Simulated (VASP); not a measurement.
Runs of VASP 6.6.1 on Co. The structure is that of space group Fd-3m (No. 227), or close to it. The cells are those of the table. This isn't the form of Co at room conditions, which is hcp.

```tsv
cell	k mesh	gap on the mesh (eV)	pressure (GPa)	moment (μB)
a = 3.482 Å, angles 60.0°, 2 atoms	12 × 12 × 12	none	5.6	1.66
a = 3.634 Å, angles 60.0°, 2 atoms	11 × 11 × 11	none	-0.5	3.49
a = 3.728 Å, angles 60.0°, 2 atoms	12 × 12 × 12	none	-6.1	3.54
a = 3.774 Å, angles 60.0°, 2 atoms	12 × 12 × 12	none	-8.0	3.57
a = 3.634 Å, angles 60.0°, 2 atoms	12 × 12 × 12	none	(a)	3.48
a = 3.585 Å, angles 60.0°, 2 atoms	12 × 12 × 12	none	3.4	(c)
a = 3.682 Å, angles 60.0°, 2 atoms	12 × 12 × 12	none	-3.6	(d)
a = 3.534 Å, angles 60.0°, 2 atoms	12 × 12 × 12	none	8.3	(b)
```

Alike in all rows: task single point; level RPBE; potentials or basis VASP PAW PBE potentials, release 64 (Co); spin collinear, ferromagnetic start; cutoff (eV) 520; smearing fermi-dirac 0.05 eV.

Question: Fill in the values left out.

Answer: (a) -0.6; (b) 3.43; (c) 3.45; (d) 3.52.

Caveats: the PAW data sets were made with another functional, which shifts forces and pressure a little; the cell stands under pressure (at least some runs); the cell stands under tension (at least some runs).

A gap of «none» marks levels without a gap at the run's occupations.
